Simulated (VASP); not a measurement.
A run of VASP 6.6.1:

The input INCAR:

```
SYSTEM = Cs3Pt
ALGO = Normal
EDIFF = 1E-6
ENCUT = 520
GGA = PS
ISIF = 2
ISMEAR = 1
LASPH = .True.
LCHARG = .True.
LELF = .True.
LREAL = .False.
LVHAR = .True.
LWAVE = .False.
NBANDS = 26
NELM = 80
PREC = Accurate
SIGMA = 0.05
```

File KPOINTS:

```
k-points
0
Gamma
  3 3 3
  0 0 0
```

POSCAR

```
Cs3Pt
1.0
    5.7776530000      0.0000000000      0.0000000000
    0.0000000000      5.7776530000      0.0000000000
    0.0000000000      0.0000000000      5.7776530000
Cs Pt
3 1
Direct
    0.0000000000      0.0000000000      0.5000000000
    0.0000000000      0.5000000000      0.0000000000
    0.5000000000      0.0000000000      0.0000000000
    0.5000000000      0.5000000000      0.5000000000
```

Potentials or basis: VASP PAW PBE potentials, release 64 (Cs_sv, Pt).

Command:

```bash
$ cat potpaw_PBE.64/Cs_sv/POTCAR potpaw_PBE.64/Pt/POTCAR > POTCAR
$ mpirun -np 1 vasp_std > vasp.out
```

Hardware: 1 thread of AMD EPYC 7R13 Processor (Zen 3), with other jobs on the host.

**Question.** Estimate the wall time of this run.

**Answer.** Wall time 26 s on 1 thread of AMD EPYC 7R13 Processor (Zen 3) (shared host), peak memory 0.27 GiB. Counts: scf iterations 13, k points 4.
